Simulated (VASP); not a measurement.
# BN (P6_3/mmc) in VASP: a series of runs

Runs on BN. Level: r2SCAN. Tasks: single point.

All numbers are computed with VASP 6.6.1; they aren't measurements. Logs are shortened: lines on timing, memory, paths and dates and some standing lists are left out, and cuts for length are marked.

**1. The cell of the first run**

It takes space group P6_3/mmc (No. 194, hexagonal). The conventional cell has a = 2.629 Å, b = 2.629 Å, c = 6.495 Å, α = 90.00°, β = 90.00°, γ = 120.00°. Within 2.0 Å of B (site symmetry -6m2) lie 3 N at 1.52 Å. N (site symmetry -6m2) has 3 B at 1.52 Å within 2.0 Å.

**2. Single point, r2SCAN (strain +0.050 along x and y, -0.025 along z)**

POSCAR

```
BN
1.0
    2.6291912895      0.0000000000      0.0000000000
   -1.3145956448      2.2769464481      0.0000000000
    0.0000000000      0.0000000000      6.4946700000
B N
2 2
Direct
    0.3333333333      0.6666666667      0.2500000000
    0.6666666667      0.3333333333      0.7500000000
    0.3333333333      0.6666666667      0.7500000000
    0.6666666667      0.3333333333      0.2500000000
```

INCAR.step1

```
  PREC = Accurate
  ENCUT = 520
  ISMEAR = 0
  SIGMA = 0.05
  LREAL = F
  LASPH = T
  NELM = 100
  NBANDS = 16
  GGA = PE
  ALGO = Normal
  EDIFF = 1E-4
  LWAVE = T
  LCHARG = F
```

INCAR.step2

```
  PREC = Accurate
  ENCUT = 520
  EDIFF = 1E-6
  ISMEAR = 0
  SIGMA = 0.05
  LREAL = F
  LASPH = T
  NELM = 100
  ALGO = Normal
  ISIF = 2
  LWAVE = F
  LCHARG = F
  METAGGA = R2SCAN
  LMIXTAU = T
  NBANDS = 16
  ISTART = 1
```

KPOINTS

```
Automatic mesh
0
Gamma
  12 12 4
```

Potentials or basis: VASP PAW PBE potentials, release 64 (B, N).

Command:

```sh
> cat potpaw_PBE.64/B/POTCAR potpaw_PBE.64/N/POTCAR > POTCAR
> cp INCAR.step1 INCAR
> mpirun -np 1 vasp_std > vasp.out
> cp INCAR.step2 INCAR
> mpirun -np 1 vasp_std > vasp.out
```

OUTCAR:

```text
PREC = Accurate
   ENCUT = 520
   EDIFF = 1E-6
   ISMEAR = 0
   LREAL = F
   LASPH = T
   NELM = 100
   ISIF = 2
   METAGGA = R2SCAN
   ISTART = 1

 ion  position               nearest neighbor table
   1  0.333  0.667  0.250-   4 1.52   4 1.52   4 1.52
   2  0.667  0.333  0.750-   3 1.52   3 1.52   3 1.52
   3  0.333  0.667  0.750-   2 1.52   2 1.52   2 1.52
   4  0.667  0.333  0.250-   1 1.52   1 1.52   1 1.52

  LATTYP: Found a hexagonal cell.
 ALAT       =     2.6291912895
 C/A-ratio  =     2.4702158515

  Lattice vectors:

 A1 = (   2.6291912895,   0.0000000000,   0.0000000000)
 A2 = (  -1.3145956448,   2.2769464481,   0.0000000000)
 A3 = (   0.0000000000,   0.0000000000,   6.4946700000)

Analysis of symmetry for initial positions (statically):
=====================================================================
 Subroutine PRICEL returns:
 Original cell was already a primitive cell.

 Routine SETGRP: Setting up the symmetry group for a
 hexagonal supercell.

 Subroutine GETGRP returns: Found 24 space group operations
 (whereof 12 operations were pure point group operations)
 out of a pool of 24 trial point group operations.

The static configuration has the point symmetry D_3d.
 The point group associated with its full space group is D_6h.

Analysis of symmetry for dynamics (positions and initial velocities):
=====================================================================
 Subroutine PRICEL returns:
 Original cell was already a primitive cell.

 Routine SETGRP: Setting up the symmetry group for a
 hexagonal supercell.

 Subroutine GETGRP returns: Found 24 space group operations
 (whereof 12 operations were pure point group operations)
 out of a pool of 24 trial point group operations.

The dynamic configuration has the point symmetry D_3d.
 The point group associated with its full space group is D_6h.

 Subroutine INISYM returns: Found 24 space group operations
 (whereof 12 operations are pure point group operations),
 and found     1 'primitive' translations

----------------------------------------------------------------------------------------

[... 88 lines left out ...]
   ISTART =      1    job   : 0-new  1-cont  2-samecut
   ICHARG =      0    charge: 1-file 2-atom 10-const
   ISPIN  =      1    spin polarized calculation?
   LNONCOLLINEAR =      F non collinear calculations
   LSORBIT =      F    spin-orbit coupling
   LASPH  =      T    aspherical Exc in radial PAW
   ENCUT  =  520.0 eV  38.22 Ry    6.18 a.u.   4.89  4.89 12.08*2*pi/ulx,y,z
   NELM   =    100;   NELMIN=  2; NELMDL=  0     # of ELM steps
   EDIFF  = 0.1E-05   stopping-criterion for ELM
   LREAL  =      F    real-space projection
   EDIFFG = 0.1E-04   stopping-criterion for IOM
   NSW    =      0    number of steps for IOM
   IBRION =     -1    ionic relax: 0-MD 1-quasi-New 2-CG
   NFREE  =      0    steps in history (QN), initial steepest desc. (CG)
   ISIF   =      2    stress and relaxation
   ISYM   =      2    0-nonsym 1-usesym 2-fastsym
   POTIM  = 0.5000    time-step for ionic-motion
   TEBEG  =    0.0;   TEEND  =   0.0 temperature during run
   PSTRESS=    0.0 pullay stress
   NELECT =      16.0000    total number of electrons
   NUPDOWN=      -1.0000    fix difference up-down
   EMIN   =  10.00;   EMAX   =-10.00  energy-range for DOS
   EFERMI =   0.00;   METHOD = LEGACY
   ISMEAR =     0;   SIGMA  =   0.05  broadening in eV -4-tet -1-fermi 0-gaus
   EFERMI_NEDOS =   21; number of points for ismear=-14 and -15
   IALGO  =     38    algorithm
   IMIX   =      4    mixing-type and parameters
     AMIX     =   0.40;   BMIX     =  1.00
     AMIX_MAG =   1.60;   BMIX_MAG =  1.00
  volume/ion in A,a.u.               =       9.72        65.59
  Fermi-wavevector in a.u.,A,eV,Ry     =   1.217692  2.301104 20.174363  1.482774
  Thomas-Fermi vector in A             =   2.353004
   LORBIT       =      0    0 simple, 1 ext, 2 COOP (PROOUT), +10 PAW based schemes
   METAGGA = R2SCAN    functional components
   LHFCALC =     F    Hartree Fock is set to
   AEXX    =    0.0000 exact exchange contribution
   IVDW    =     0    specifies the selected vdW correction
   LEPSILON=     F    determine dielectric tensor
   LRPA    =     F    only Hartree local field effects (RPA)
 non-spin polarized calculation
 Gauss-broadening in eV      SIGMA  =   0.05
  energy-cutoff  :      520.00
  volume of cell :       38.88
 maximum number of plane-waves:      1074
 NGX is ok and might be reduce to    20
   NGX =  9   NGY =  9   NGZ = 25

 number of electron      15.9999999 magnetization

 Free energy of the ion-electron system (eV)
  ---------------------------------------------------
  ext. energy  EPLUGINS =         0.00000000
  ---------------------------------------------------
  free energy    TOTEN  =       -38.03092401 eV

  energy without entropy =      -38.03092401  energy(sigma->0) =      -38.03092401

 E-fermi :   1.8693     XC(G=0): -10.5548

 val. band max:        1.6497094088   @ k =   0.3333   0.2500   0.0000
 cond. band min:       6.1887383302   @ k =   0.5000  -0.0000   0.0000
 fundamental gap:      4.5390289215
 Fermi energy:         1.8692870287

 k-point     1 :       0.0000    0.0000    0.0000
  band No.  band energies     occupation
      1     -16.3593      2.00000
      2     -15.9992      2.00000
      3      -4.1875      2.00000
      4      -1.6597      2.00000
      5       0.1030      2.00000
      6       0.1030      2.00000
[... 433 lines left out ...]
      3      -5.2658      2.00000
      4      -5.1801      2.00000
      5      -1.9372      2.00000
      6      -1.8671      2.00000
[... 8 lines left out ...]
     15      18.0799      0.00000
     16      19.1025      0.00000

 [... further k-points ...]
[... 5 lines left out ...]
  --------------------------------------------------------------------------------------
  -------------------------------------------------------------------------------------
  Total      -10.9035271    -10.9035271      0.2762811      0.0000000      0.0000000      0.0000000
  in kB     -449.3093932   -449.3093932     11.3849124      0.0000000      0.0000000      0.0000000
  external PRESSURE =    -295.7446246 kB  Pullay stress =       0.0000000 kB

 VOLUME and BASIS-vectors are now :
 -----------------------------------------------------------------------------
  energy-cutoff  :      520.00
  volume of cell :       38.88
      direct lattice vectors                 reciprocal lattice vectors
     2.629191290  0.000000000  0.000000000     0.380345091  0.219592341  0.000000000
    -1.314595645  2.276946448  0.000000000     0.000000000  0.439184681  0.000000000
     0.000000000  0.000000000  6.494670000     0.000000000  0.000000000  0.153972411

 POSITION                                       TOTAL-FORCE (eV/Angst)
 -----------------------------------------------------------------------------------
     -0.00000      1.51796      1.62367         0.000000      0.000000      0.000000
      1.31460      0.75898      4.87100        -0.000000      0.000000      0.000000
     -0.00000      1.51796      4.87100         0.000000      0.000000     -0.000000
      1.31460      0.75898      1.62367        -0.000000      0.000000     -0.000000
 -----------------------------------------------------------------------------------
    total drift:                               -0.000000      0.000000      0.000000

  FREE ENERGIE OF THE ION-ELECTRON SYSTEM (eV)
  ---------------------------------------------------
  free  energy   TOTEN  =       -38.0309240087 eV

  energy  without entropy=      -38.0309240087  energy(sigma->0) =      -38.03092401
```

OUTCAR.step1:

```text
PREC = Accurate
   ENCUT = 520
   ISMEAR = 0
   LREAL = F
[... 688 lines left out ...]
     -0.00000      1.51796      1.62367        -0.000000      0.000000      0.000000
      1.31460      0.75898      4.87100         0.000000     -0.000000      0.000000
     -0.00000      1.51796      4.87100         0.000000     -0.000000      0.000000
      1.31460      0.75898      1.62367        -0.000000      0.000000     -0.000000
 -----------------------------------------------------------------------------------
    total drift:                               -0.000000      0.000000      0.000000

  FREE ENERGIE OF THE ION-ELECTRON SYSTEM (eV)
  ---------------------------------------------------
  free  energy   TOTEN  =       -34.6842024467 eV

  energy  without entropy=      -34.6842024467  energy(sigma->0) =      -34.68420245
```

OSZICAR.step1:

```text
N       E                     dE             d eps       ncg     rms          rms(c)
DAV:   1     0.466023815254E+02    0.46602E+02   -0.76403E+03  1824   0.902E+02
DAV:   2    -0.339883884891E+02   -0.80591E+02   -0.72499E+02  2584   0.210E+02
DAV:   3    -0.373628457329E+02   -0.33745E+01   -0.33579E+01  2432   0.425E+01
DAV:   4    -0.373849941413E+02   -0.22148E-01   -0.22146E-01  2224   0.385E+00
DAV:   5    -0.373851977113E+02   -0.20357E-03   -0.20353E-03  2328   0.350E-01    0.101E+01
DAV:   6    -0.348676099303E+02    0.25176E+01   -0.46788E+00  2360   0.166E+01    0.437E+00
DAV:   7    -0.347386438008E+02    0.12897E+00   -0.40496E-01  2376   0.476E+00    0.288E+00
DAV:   8    -0.346894299372E+02    0.49214E-01   -0.19213E-01  2376   0.283E+00    0.503E-01
DAV:   9    -0.346833389137E+02    0.60910E-02   -0.13611E-02  2160   0.973E-01    0.155E-01
DAV:  10    -0.346841085059E+02   -0.76959E-03   -0.15213E-03  2104   0.283E-01    0.349E-02
DAV:  11    -0.346842024467E+02   -0.93941E-04   -0.84876E-05  1944   0.758E-02
   1 F= -.34684202E+02 E0= -.34684202E+02  d E =-.210381E-18
```

Run time: 2.6 min. Hardware: 1 thread of Intel Xeon 8259CL, shared host; peak memory 0.17 GiB.

What came out:

| Item | Value |
| --- | --- |
| Free energy | -38.0309 eV |
| Pressure | -29.6 GPa |
| Band gap on the k mesh | 4.54 eV (least direct gap 4.83 eV) |

Stress tensor (GPa, compression positive):
```
-44.93   0.00   0.00
  0.00 -44.93   0.00
  0.00   0.00   1.14
```

Levels at points of the mesh, in eV from the valence-band top:
```csv
k point,band 5,band 6,band 7,band 8,band 9,band 10,band 11,band 12
"(0.00, 0.00, 0.00)",-1.55,-1.55,-1.48,-1.48,5.60,10.54,10.63,11.02
"(0.50, 0.00, 0.00)",-4.11,-4.01,-1.48,-0.29,4.54,6.04,8.81,8.99
"(0.00, 0.00, 0.50)",-1.52,-1.52,-1.52,-1.52,7.92,7.92,11.11,11.11
"(0.50, 0.00, 0.50)",-4.06,-4.06,-0.84,-0.84,4.97,4.97,9.06,9.06
```

Caveat: the cell differs from its parent crystal (strain +0.050 along x and y, -0.025 along z); the stress differs along the axes, from -45 to 1 GPa; the PAW data sets were made with another functional, which shifts forces and pressure a little. A k mesh can miss the band edges.

**3. Single point, r2SCAN (strain +0.025 along x and y, +0.025 along z)**

POSCAR

```
BN
1.0
    2.5665914969      0.0000000000      0.0000000000
   -1.2832957485      2.2227334374      0.0000000000
    0.0000000000      0.0000000000      6.8277300000
B N
2 2
Direct
    0.3333333333      0.6666666667      0.2500000000
    0.6666666667      0.3333333333      0.7500000000
    0.3333333333      0.6666666667      0.7500000000
    0.6666666667      0.3333333333      0.2500000000
```

INCAR.step1

```
PREC = Accurate
ENCUT = 520
ISMEAR = 0
SIGMA = 0.05
LREAL = F
LASPH = T
NELM = 60
NBANDS = 16
GGA = PE
ALGO = Normal
EDIFF = 1E-4
LWAVE = T
LCHARG = F
```

INCAR.step2

```
PREC = Accurate
ENCUT = 520
EDIFF = 1E-6
ISMEAR = 0
SIGMA = 0.05
LREAL = F
LASPH = T
NELM = 60
ALGO = Normal
ISIF = 2
LWAVE = F
LCHARG = F
METAGGA = R2SCAN
LMIXTAU = T
NBANDS = 16
ISTART = 1
```

KPOINTS

```
regular mesh
0
Gamma
  12 12 4
```

Potentials or basis: VASP PAW PBE potentials, release 64 (B, N).

Command:

```sh
> cat potpaw_PBE.64/B/POTCAR potpaw_PBE.64/N/POTCAR > POTCAR
> cp INCAR.step1 INCAR
> mpirun -np 1 vasp_std > vasp.out
> cp INCAR.step2 INCAR
> mpirun -np 1 vasp_std > vasp.out
```

Run time: 3.1 min. Hardware: 1 thread of Intel Xeon 8259CL, shared host; peak memory 0.17 GiB.

Results (log left out):

```
Free energy            : -38.4456 eV
Pressure               : -16.3 GPa
Band gap on the k mesh : 4.78 eV (least direct gap 5.15 eV)
```

Stress tensor (GPa, compression positive):
```
-24.40   0.00   0.00
  0.00 -24.40   0.00
  0.00   0.00  -0.12
```

Levels at points of the mesh, in eV from the valence-band top:
| k point | band 6 | band 7 | band 8 | band 9 | band 10 | band 11 |
| --- | --- | --- | --- | --- | --- | --- |
| (0.00, 0.00, 0.00) | -1.43 | -1.39 | -1.39 | 5.43 | 10.47 | 11.66 |
| (0.50, 0.00, 0.00) | -4.10 | -1.31 | -0.41 | 4.78 | 6.04 | 9.49 |
| (0.00, 0.00, 0.50) | -1.41 | -1.41 | -1.41 | 7.68 | 7.68 | 11.75 |
| (0.50, 0.00, 0.50) | -4.13 | -0.84 | -0.84 | 5.20 | 5.20 | 9.83 |

Caveat: the cell differs from its parent crystal (strain +0.025 along x and y, +0.025 along z); the stress differs along the axes, from -24 to -0 GPa; the PAW data sets were made with another functional, which shifts forces and pressure a little. A k mesh can miss the band edges.

**4. Single point, r2SCAN (strain +0.050 along x and y, +0.000 along z)**

POSCAR

```
BN
1.0
    2.6291912895      0.0000000000      0.0000000000
   -1.3145956448      2.2769464481      0.0000000000
    0.0000000000      0.0000000000      6.6612000000
B N
2 2
Direct
    0.3333333333      0.6666666667      0.2500000000
    0.6666666667      0.3333333333      0.7500000000
    0.3333333333      0.6666666667      0.7500000000
    0.6666666667      0.3333333333      0.2500000000
```

INCAR.step1

```
PREC     = Accurate       # precision mode
ENCUT    = 520            # plane-wave cutoff, eV
ISMEAR   = 0              # smearing method
SIGMA    = 0.05           # smearing width, eV
LREAL    = F              # projectors in reciprocal space
LASPH    = T              # aspherical terms in the spheres
NELM     = 100            # most SCF steps
NBANDS   = 16             # bands
GGA      = PE             # functional
ALGO     = Normal         # electronic algorithm
EDIFF    = 1E-4           # SCF threshold, eV
LWAVE    = T              # write WAVECAR
LCHARG   = F              # write CHGCAR
```

INCAR.step2

```
PREC     = Accurate       # precision mode
ENCUT    = 520            # plane-wave cutoff, eV
EDIFF    = 1E-6           # SCF threshold, eV
ISMEAR   = 0              # smearing method
SIGMA    = 0.05           # smearing width, eV
LREAL    = F              # projectors in reciprocal space
LASPH    = T              # aspherical terms in the spheres
NELM     = 100            # most SCF steps
ALGO     = Normal         # electronic algorithm
ISIF     = 2              # what is computed and relaxed
LWAVE    = F              # write WAVECAR
LCHARG   = F              # write CHGCAR
METAGGA  = R2SCAN         # meta-GGA
LMIXTAU  = T            
NBANDS   = 16             # bands
ISTART   = 1
```

KPOINTS is that of step 3.

Command:

```sh
> cat potpaw_PBE.64/B/POTCAR potpaw_PBE.64/N/POTCAR > POTCAR
> cp INCAR.step1 INCAR
> mpirun -np 1 vasp_std > vasp.out
> cp INCAR.step2 INCAR
> mpirun -np 1 vasp_std > vasp.out
```

Wall time 2.7 min (1 thread of Intel Xeon 8259CL, shared host); peak memory 0.17 GiB.

It converged, with:

| Item | Value |
| --- | --- |
| Free energy | -38.0370 eV |
| Pressure | -29.1 GPa |
| Band gap on the k mesh | 4.58 eV (least direct gap 4.90 eV) |

Stress tensor (GPa, compression positive):
```
-43.89   0.00   0.00
  0.00 -43.89   0.00
  0.00   0.00   0.38
```

Levels at points of the mesh, in eV from the valence-band top:
```
           k point  band 5  band 6  band 7  band 8  band 9  band 10  band 11  band 12
(0.00, 0.00, 0.00)   -1.52   -1.52   -1.47   -1.47    5.46    10.40    10.49    11.06
(0.50, 0.00, 0.00)   -4.08   -4.00   -1.37   -0.32    4.58     5.94     8.81     9.04
(0.00, 0.00, 0.50)   -1.50   -1.50   -1.50   -1.50    7.69     7.69    11.14    11.14
(0.50, 0.00, 0.50)   -4.04   -4.04   -0.82   -0.82    5.00     5.00     9.07     9.07
```

Caveat: the cell differs from its parent crystal (strain +0.050 along x and y, +0.000 along z); the stress differs along the axes, from -44 to 0 GPa; the PAW data sets were made with another functional, which shifts forces and pressure a little. A k mesh can miss the band edges.

[end of part 1 of 2]
